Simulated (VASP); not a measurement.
P:

```
P
1.0
     1.65500   -5.25000    0.00000
     1.65500    5.25000    0.00000
     0.00000    0.00000    4.38000
P
4
Direct
  0.09800 0.90200 0.91000
  0.59800 0.40200 0.59000
  0.90200 0.09800 0.09000
  0.40200 0.59800 0.41000
```

```yaml
Program: VASP 6.6.1
Task: relaxation of cell and atoms
Functional: PBEsol
Potentials_or_basis: VASP PAW PBE potentials, release 64 (P)
Cutoff: 600 eV
k_mesh: 6 × 6 × 4
Occupations: gaussian, width 0.1 eV
Spin: no spin polarisation
```

At the start: pressure 3.2 GPa; volume 19.03 Å³/atom.

Where does the relaxation end?

Over 13 steps the energy falls by 33.7 meV/atom and the volume is 17.73 Å³/atom (-6.8 %); space group Cmce (No. 64, to 0.05 Å).

Step by step:
```
step  energy change (eV)  largest force (eV/Å)  pressure (GPa)  volume (Å³)
   1              0.0000                0.9248            3.25        76.11
   2             -0.0487                0.2987           -3.77        80.44
   3             -0.0797                0.1664           -1.32        78.76
   4             -0.0964                0.0652           -0.76        77.57
   5             -0.0974                0.0377           -0.59        77.21
   6             -0.1038                0.1146            0.09        76.17
   7             -0.1063                0.2191            0.84        75.09
   8             -0.1097                0.2096            0.74        74.88
   9             -0.1183                0.1807            0.45        74.25
  10             -0.1293                0.1196           -0.08        72.98
  11             -0.1298                0.0296           -0.81        70.40
  12             -0.1329                0.0547           -0.49        71.66
  13             -0.1348                0.0288           -0.15        70.91
```

Final structure:
```
P
1.0
     1.68201   -5.13884    0.00000
     1.68201    5.13884    0.00000
     0.00000    0.00000    4.10216
P
4
Cartesian
  1.6820 4.0548 3.8144
  1.6820 -1.0841 2.3388
  1.6820 -4.0548 0.2878
  1.6820 1.0841 1.7633
```

Caveat: the PAW data sets were made with another functional, which shifts forces and pressure a little; the relaxation stopped at a loose force limit of 0.05 eV/Å, so its end isn't a converged minimum.
